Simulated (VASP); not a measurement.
Input of a VASP 6.6.1 run:

Contents of INCAR:

```
SYSTEM = NbSnTe4
ALGO = Normal ; EDIFF = 1E-7
EDIFFG = -0.04 ; ENCUT = 600
GGA = PE ; IBRION = 2
ISIF = 3 ; ISMEAR = 0
LASPH = .True. ; LCHARG = .False.
LREAL = .False. ; LWAVE = .False.
NELM = 60 ; NSW = 90
PREC = Accurate ; SIGMA = 0.1
```

The input KPOINTS:

```
k-points
0
Gamma
  3 3 4
  0 0 0
```

POSCAR

```
NbSnTe4
1.0
    6.5846349800      0.0000000000      0.0000000000
   -3.2923174900      5.7024611700      0.0000000000
    0.0000000000      0.0000000000      5.0284179000
Nb Sn Te
1 1 4
Direct
    0.0000000000      0.0000000000      0.0000000000
    0.6666666700      0.3333333300      0.0000000000
    0.3333333300      0.6666666700      0.0000000000
    0.6626386400      0.8313193200      0.5000000000
    0.1686806800      0.8313193200      0.5000000000
    0.1686806800      0.3373613600      0.5000000000
```

Potentials or basis: VASP PAW PBE potentials, release 64 (Nb_sv, Sn_d, Te).

Launch:

```bash
$ cat potpaw_PBE.64/Nb_sv/POTCAR potpaw_PBE.64/Sn_d/POTCAR potpaw_PBE.64/Te/POTCAR > POTCAR
$ mpirun -np 1 vasp_std > vasp.out
```

(1) Predict the space group after relaxing (to 0.05 Å).

(2) What does it give for the relaxed volume?

(3) What does it give for the relaxed cell?

Results:

(1) P-6m2 (No. 187).

(2) 29.02 Å³/atom.

(3) a = 6.352 Å, b = 6.352 Å, c = 4.983 Å, α = 90.00°, β = 90.00°, γ = 120.00°.

Caveat: the k points lie up to 0.38 Å⁻¹ apart in the final cell.
